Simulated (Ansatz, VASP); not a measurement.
**TePb: VASP beside Ansatz**

Contents of POSCAR:

```
TePb
1.0
    0.0000000000      3.2686743700      3.2686743700
    3.2686743700      0.0000000000      3.2686743700
    3.2686743700      3.2686743700      0.0000000000
Te Pb
1 1
Direct
    0.5000000000      0.5000000000      0.5000000000
    0.0000000000      0.0000000000      0.0000000000
```

File INCAR.step1:

```
PREC     = Accurate       # precision mode
ENCUT    = 520            # plane-wave cutoff, eV
ISMEAR   = -1             # smearing method
SIGMA    = 0.02           # smearing width, eV
LREAL    = False          # projectors in reciprocal space
LASPH    = True           # aspherical terms in the spheres
NELM     = 150            # most SCF steps
LNONCOLLINEAR= True           # non-collinear magnetism
MAGMOM   = 0 0 0 0 0 0    # initial moments
LSORBIT  = True           # spin-orbit coupling
GGA_COMPAT= False        
NBANDS   = 32             # bands
GGA      = PE             # functional
ALGO     = Normal         # electronic algorithm
EDIFF    = 1E-4           # SCF threshold, eV
LWAVE    = True           # write WAVECAR
LCHARG   = False          # write CHGCAR
```

The input INCAR.step2:

```
PREC     = Accurate       # precision mode
ENCUT    = 520            # plane-wave cutoff, eV
EDIFF    = 1E-6           # SCF threshold, eV
ISMEAR   = -1             # smearing method
SIGMA    = 0.02           # smearing width, eV
LREAL    = False          # projectors in reciprocal space
LASPH    = True           # aspherical terms in the spheres
NELM     = 150            # most SCF steps
ALGO     = Normal         # electronic algorithm
ISIF     = 2              # what is computed and relaxed
LWAVE    = False          # write WAVECAR
LCHARG   = False          # write CHGCAR
LNONCOLLINEAR= True           # non-collinear magnetism
MAGMOM   = 0 0 0 0 0 0    # initial moments
LORBIT   = 11             # projections on sites
LSORBIT  = True           # spin-orbit coupling
GGA_COMPAT= False        
LORBMOM  = True         
METAGGA  = R2SCAN         # meta-GGA
LMIXTAU  = True         
NBANDS   = 32             # bands
ISTART   = 1
```

The input KPOINTS:

```
regular mesh
0
Gamma
  8 8 8
```

Input for Ansatz:

```yaml
crystal:
  lattice:
    - [0.0, 3.26867437, 3.26867437]
    - [3.26867437, 0.0, 3.26867437]
    - [3.26867437, 3.26867437, 0.0]
  atoms:
    - { symbol: Te, position: [0.5, 0.5, 0.5] }
    - { symbol: Pb, position: [0.0, 0.0, 0.0] }
  symmetry: { tolerance: 0.0003 }
hamiltonian:
  xc: r2scan
  pseudopotentials: { kind: paw_fr, azcp: { folder: soft_1 } }
basis:
  ecutwfc: 500
magnetization:
  noncollinear: true
  spin_orbit: true
scf:
  occupations: { method: fermi_dirac, width: 0.02 }
kpoints:
  mp_grid: { grid: [8, 8, 8], shift: [0, 0, 0] }
  band_path:
    path:
      - [0.0, 0.0, 0.0]
      - [0.5, 0.0, 0.5]
      - [0.625, 0.25, 0.625]
      - [0.375, 0.375, 0.75]
      - [0.0, 0.0, 0.0]
      - [0.5, 0.5, 0.5]
      - [0.5, 0.25, 0.75]
      - [0.5, 0.0, 0.5]
    npoints: 10
output:
  forces: true
  stress: true
  eigenvalues: true
  bader: true
  populations: true
  elf: true
  write_potential: true
  write_density: true
  volumetric_format: npy
  dos:
    e_range: [-12, 8]
    de: 0.05
    projected: { site_lists: { Pb: [Pb], Te: [Te] } }
    method: { smearing: { sigma: 0.1, scheme: gaussian } }
```

Alike in both runs: task single point; functional r2SCAN; k mesh 8 × 8 × 8; occupations fermi-dirac, width 0.02 eV; non-collinear spin, spin-orbit coupling.

|  | VASP | Ansatz |
| --- | --- | --- |
| version | VASP 6.6.1 | Ansatz 0.2.0 |
| potentials or method | VASP PAW PBE potentials, release 64 (Te, Pb_d), cutoff 520 eV | PAW plane waves |
| valence electrons in the cell | 20 | 30 |

```csv
,VASP,Ansatz,Ansatz less VASP
pressure (GPa),-0.1,-0.2,-0.06
```

VASP's potentials were made for PBE, not for r2SCAN. With one functional, cell and mesh, what is left measures potentials, basis and numerics. VASP's potentials hold 20 valence electrons a cell and Ansatz's 30, so a difference there can come from the potentials and not from the codes.
